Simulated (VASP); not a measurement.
# MgCd3O4 in VASP: notebook, part 2 of 2

VASP 6.6.1. Earlier steps stand in the parts before.

## Step 4: Single point, PBE

INCAR reads:

```
PREC = Accurate ; ENCUT = 520
EDIFF = 1E-6 ; ISMEAR = 0
SIGMA = 0.2 ; LREAL = F
LASPH = T ; NELM = 60
ALGO = Normal ; ISIF = 2
LWAVE = F ; LCHARG = F
GGA = PE ; NBANDS = 41
```

KPOINTS reads:

```
Automatic mesh
0
Gamma
  6 4 4
```

POSCAR reads:

```
MgCd3O4
1.0
    0.0002983112     -0.0003199052      3.2864136509
    3.2998182718     -4.6703141011      0.0007111437
    3.2996081267      4.6701457199     -0.0001001027
Mg Cd O
1 3 4
Direct
    0.4999904973      0.5000040275      0.5000044562
   -0.0000049176      0.9999979869      0.4999973582
    0.5000048463      0.0000069518     -0.0000063539
   -0.0000064486      0.5000035157      1.0000030384
   -0.0001118846      0.7315475649      0.7315509914
    0.4999651754      0.7359533442      0.2640481307
    0.5000267725      0.2640382235      0.7359592597
    0.0001359593      0.2684483857      0.2684431193
```

Started as:

```console
$ cat potpaw_PBE.64/Mg/POTCAR potpaw_PBE.64/Cd/POTCAR potpaw_PBE.64/O/POTCAR > POTCAR
$ mpirun -np 1 vasp_std > vasp.out
```

Run time: 2.1 min. Hardware: 1 thread of AMD EPYC 9R45 (Zen 5), shared host; peak memory 0.31 GiB.

It converged, with:

```yaml
Free_energy: -34.6307 eV
Pressure: 0.9 GPa
Largest_force: 0.074 eV/Å
```

Forces on the atoms (eV/Å):
```
Mg   0.000  0.000  0.000
Cd   0.000  0.000  0.000
Cd   0.000  0.000  0.000
Cd   0.000  0.000  0.000
O   -0.074  0.000  0.000
O    0.000  0.057  0.000
O    0.000 -0.058  0.000
O    0.074  0.000 -0.001
```

Stress tensor (GPa, compression positive):
```
 0.97  0.00 -0.01
 0.00  0.86  0.01
-0.01  0.01  0.92
```

Levels at points of the mesh, in eV from the Fermi level:
```csv
k point,band 29,band 30,band 31,band 32,band 33,band 34
"(0.00, 0.00, 0.00)",-1.08,-0.24,-0.21,-0.14,3.88,4.22
"(0.50, 0.00, 0.00)",-2.01,-1.04,-0.24,4.29,4.91,5.97
"(0.00, 0.50, 0.00)",-0.95,-0.95,-0.85,2.34,2.72,5.06
"(0.50, 0.50, 0.00)",-1.52,-1.41,-1.24,4.35,4.71,5.67
"(0.00, 0.00, 0.50)",-0.95,-0.95,-0.85,2.34,2.72,5.06
"(0.50, 0.00, 0.50)",-1.52,-1.41,-1.24,4.35,4.71,5.67
"(0.00, 0.50, 0.50)",-1.70,-1.24,-0.23,2.83,3.46,5.19
"(0.50, 0.50, 0.50)",-0.89,-0.23,-0.15,3.84,3.91,4.11
```

## Step 5: Single point, PBE

INCAR reads:

```
SYSTEM = MgCd3O4
PREC = Accurate ; ENCUT = 520
EDIFF = 1E-7 ; ISMEAR = 0
SIGMA = 0.1 ; LREAL = .False.
LASPH = .True. ; NELM = 80
ALGO = Normal ; ISIF = 2
LWAVE = .False. ; LCHARG = .False.
GGA = PE ; NBANDS = 41
```

KPOINTS reads:

```
Automatic mesh
0
Gamma
  8 8 12
  0 0 0
```

POSCAR reads:

```
MgCd3O4
1.0
    3.3001728000     -4.6678028000      0.0000000000
    3.3001728000      4.6678028000      0.0000000000
    0.0000000000      0.0000000000      3.2862608000
Mg Cd O
1 3 4
Direct
    0.5000000000      0.5000000000      0.5000000000
    0.0000000000      0.5000000000      0.0000000000
    0.0000000000      0.0000000000      0.5000000000
    0.5000000000      0.0000000000      0.0000000000
    0.7316240000      0.7316240000      0.0000000000
    0.7359300000      0.2640700000      0.5000000000
    0.2640700000      0.7359300000      0.5000000000
    0.2683760000      0.2683760000      0.0000000000
```

Potentials or basis: VASP PAW PBE potentials, release 64 (Mg, Cd, O).

Started as:

```console
$ cat potpaw_PBE.64/Mg/POTCAR potpaw_PBE.64/Cd/POTCAR potpaw_PBE.64/O/POTCAR > POTCAR
$ mpirun -np 1 vasp_std > vasp.out
```

OUTCAR:

```text
SYSTEM = MgCd3O4
   PREC = Accurate
   ENCUT = 520
   EDIFF = 1E-7
   ISMEAR = 0
   LREAL = .False.
   LASPH = .True.
   NELM = 80
   ISIF = 2
   GGA = PE

 ion  position               nearest neighbor table
   1  0.500  0.500  0.500-   6 2.20   7 2.20   5 2.24   8 2.24   5 2.24   8 2.24   2 3.30   4 3.30
                             2 3.30   4 3.30   4 3.30   4 3.30   2 3.30   2 3.30   3 3.30   3 3.30
   2  0.000  0.500  0.000-   6 2.33   7 2.33   6 2.33   7 2.33   5 2.34   8 2.34   1 3.30   3 3.30
                             1 3.30   3 3.30   3 3.30   3 3.30   1 3.30   1 3.30   4 3.30   4 3.30
   3  0.000  0.000  0.500-   5 2.42   8 2.42   5 2.42   8 2.42   7 2.47   6 2.47   2 3.30   4 3.30
                             2 3.30   4 3.30   2 3.30   2 3.30   4 3.30   4 3.30   1 3.30   1 3.30
[... 1278 lines left out ...]
  external PRESSURE =       9.3776923 kB  Pullay stress =       0.0000000 kB

 VOLUME and BASIS-vectors are now :
 -----------------------------------------------------------------------------
  energy-cutoff  :      520.00
  volume of cell :      101.25
      direct lattice vectors                 reciprocal lattice vectors
     3.300172800 -4.667802800  0.000000000     0.151507218 -0.107116779  0.000000000
     3.300172800  4.667802800  0.000000000     0.151507218  0.107116779  0.000000000
     0.000000000  0.000000000  3.286260800     0.000000000  0.000000000  0.304297212

 POSITION                                       TOTAL-FORCE (eV/Angst)
 -----------------------------------------------------------------------------------
      3.30017      0.00000      1.64313         0.000000     -0.000000      0.000000
      1.65009      2.33390      0.00000         0.000000     -0.000000      0.000000
      0.00000      0.00000      1.64313         0.000000      0.000000      0.000000
      1.65009     -2.33390      0.00000         0.000000     -0.000000      0.000000
      4.82897      0.00000      0.00000        -0.074683      0.000000      0.000000
      3.30017     -2.20255      1.64313         0.000000      0.055816      0.000000
      3.30017      2.20255      1.64313         0.000000     -0.055816     -0.000000
      1.77137      0.00000      0.00000         0.074683      0.000000      0.000000
 -----------------------------------------------------------------------------------
    total drift:                                0.000000      0.000000      0.000000

  FREE ENERGIE OF THE ION-ELECTRON SYSTEM (eV)
  ---------------------------------------------------
  free  energy   TOTEN  =       -34.6277857135 eV

  energy  without entropy=      -34.6273444662  energy(sigma->0) =      -34.62756509
```

stdout:

```text
POSCAR found type information on POSCAR MgCdO
 POSCAR found :  3 types and       8 ions
 scaLAPACK will be used
 LDA part: xc-table for (Slater+PW92), standard interpolation
 POSCAR, INCAR and KPOINTS ok, starting setup
 FFT: planning ... GRIDC
 FFT: planning ... GRID_SOFT
 FFT: planning ... GRID
 WAVECAR not read
 entering main loop
```

Wall time 4.6 min (1 thread of Intel Xeon 6975P-C (Granite Rapids), shared host); peak memory 0.59 GiB.

Results:

```yaml
Free_energy: -34.6278 eV
Pressure: 0.9 GPa
Largest_force: 0.075 eV/Å
```

Forces on the atoms (eV/Å):
```
Mg   0.000  0.000  0.000
Cd   0.000  0.000  0.000
Cd   0.000  0.000  0.000
Cd   0.000  0.000  0.000
O   -0.075  0.000  0.000
O    0.000  0.056  0.000
O    0.000 -0.056  0.000
O    0.075  0.000  0.000
```

Levels at points of the mesh, in eV from the Fermi level:
```tsv
k point	band 29	band 30	band 31	band 32	band 33	band 34
(0.00, 0.00, 0.00)	-1.03	-0.18	-0.15	-0.08	3.94	4.27
(0.50, 0.00, 0.00)	-0.90	-0.89	-0.79	2.39	2.78	5.12
(0.50, 0.50, 0.00)	-1.65	-1.19	-0.17	2.89	3.53	5.25
(0.00, 0.00, 0.50)	-1.95	-0.99	-0.18	4.35	4.97	6.03
(0.50, 0.00, 0.50)	-1.46	-1.35	-1.19	4.40	4.77	5.73
(0.50, 0.50, 0.50)	-0.84	-0.17	-0.09	3.90	3.96	4.16
```

## Step 6: Single point, PBE

INCAR reads:

```
ALGO = Normal ; EDIFF = 1E-6
ENCUT = 520 ; GGA = PE
ISIF = 2 ; ISMEAR = 0
LASPH = True ; LCHARG = True
LELF = True ; LREAL = False
LVHAR = True ; LWAVE = False
NBANDS = 41 ; NELM = 60
PREC = Accurate ; SIGMA = 0.1
```

KPOINTS reads:

```
k-points
0
Gamma
  8 8 12
```

POSCAR is that of step 5.

Potentials or basis: VASP PAW PBE potentials, release 64 (Mg, Cd, O).

Started as:

```console
$ cat potpaw_PBE.64/Mg/POTCAR potpaw_PBE.64/Cd/POTCAR potpaw_PBE.64/O/POTCAR > POTCAR
$ mpirun -np 1 vasp_std > vasp.out
```

It took 4.1 min on 1 thread of Intel Xeon 6975P-C (Granite Rapids), shared host; peak memory 0.59 GiB.

The run converged. Its results:

```
Free energy   : -34.6278 eV
Pressure      : 0.9 GPa
Largest force : 0.075 eV/Å
```

Forces in eV/Å, atoms in the order of the input:
```
Mg   0.000  0.000  0.000
Cd   0.000  0.000  0.000
Cd   0.000  0.000  0.000
Cd   0.000  0.000  0.000
O   -0.075  0.000  0.000
O    0.000  0.056  0.000
O    0.000 -0.056  0.000
O    0.075  0.000  0.000
```

Levels at points of the mesh, in eV from the Fermi level:
```
           k point  band 27  band 28  band 29  band 30  band 31  band 32  band 33  band 34  band 35  band 36
(0.00, 0.00, 0.00)    -1.39    -1.08    -1.03    -0.18    -0.15    -0.08     3.94     4.27     4.55     7.26
(0.50, 0.00, 0.00)    -1.40    -0.98    -0.90    -0.89    -0.79     2.39     2.78     5.12     5.80     7.90
(0.50, 0.50, 0.00)    -1.78    -1.68    -1.65    -1.19    -0.17     2.89     3.53     5.25     5.99     8.66
(0.00, 0.00, 0.50)    -2.39    -2.14    -1.95    -0.99    -0.18     4.35     4.97     6.03     7.05     8.08
(0.50, 0.00, 0.50)    -1.78    -1.56    -1.46    -1.35    -1.19     4.41     4.77     5.73     6.39     7.13
(0.50, 0.50, 0.50)    -2.39    -1.04    -0.84    -0.17    -0.09     3.90     3.96     4.16     4.39     7.20
```

## Step 7: The runs side by side

| cell | k mesh | smearing | pressure (GPa) | largest force (eV/Å) |
| --- | --- | --- | --- | --- |
| a = 5.717, b = 5.717, c = 3.286 Å, angles 90.0, 90.0, 109.5°, 8 atoms | 4 × 4 × 6 | gaussian 0.1 eV | 1.0 | 0.08 |
| a = 3.286, b = 5.717, c = 5.717 Å, angles 109.5, 90.0, 90.0°, 8 atoms | 6 × 4 × 4 | gaussian 0.2 eV | 1.0 | 0.08 |
| a = 3.286, b = 5.718, c = 5.718 Å, angles 109.5, 90.0, 90.0°, 8 atoms | 6 × 4 × 4 | gaussian 0.2 eV | 0.9 | 0.07 |
| a = 5.717, b = 5.717, c = 3.286 Å, angles 90.0, 90.0, 109.5°, 8 atoms | 8 × 8 × 12 | gaussian 0.1 eV | 0.9 | 0.07 |

Alike in all rows: task single point; level PBE; potentials or basis VASP PAW PBE potentials, release 64 (Mg, Cd, O); no spin polarisation; cutoff (eV) 520.

Total energies depend on the potentials used, so only differences within one code and one set of settings carry meaning.
